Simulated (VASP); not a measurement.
Sr, 2 atoms in the cell. The structure is tetragonal, space group I4_1/amd (No. 141). Conventional cell: a = 7.266 Å, b = 7.266 Å, c = 3.905 Å, α = 90.00°, β = 90.00°, γ = 90.00°. Within 4.9 Å of Sr (site symmetry -4m2) lie 10 Sr at 3.76 to 4.67 Å. 

```yaml
Program: VASP 6.6.1
Task: relaxation of shape and atoms at fixed volume
Functional: PBE
Potentials_or_basis: VASP PAW PBE potentials, release 64 (Sr_sv)
Cutoff: 600 eV
k_mesh: 12 × 12 × 12, shifted
Occupations: fermi-dirac, width 0.1 eV
Spin: no spin polarisation
Dipole_correction: no
Further_INCAR_settings: ALGO = Normal; EDIFF = 1e-07; IBRION = 2; EDIFFG = -0.005; NSW = 50; ISIF = 4
```

Potentials or basis: VASP PAW PBE potentials, release 64 (Sr_sv).

The run is started by

```console
$ cat potpaw_PBE.64/Sr_sv/POTCAR > POTCAR
$ mpirun -np 1 vasp_std > vasp.out
```

Hardware: 1 thread of Intel Xeon 8259CL, with other jobs on the host.

Problem. How long does it take, and how much memory?

Solution. It took 8.1 min on 1 thread of Intel Xeon 8259CL (shared host), peak memory 0.47 GiB. Counts: scf iterations 26, k points 159, ion steps 3.
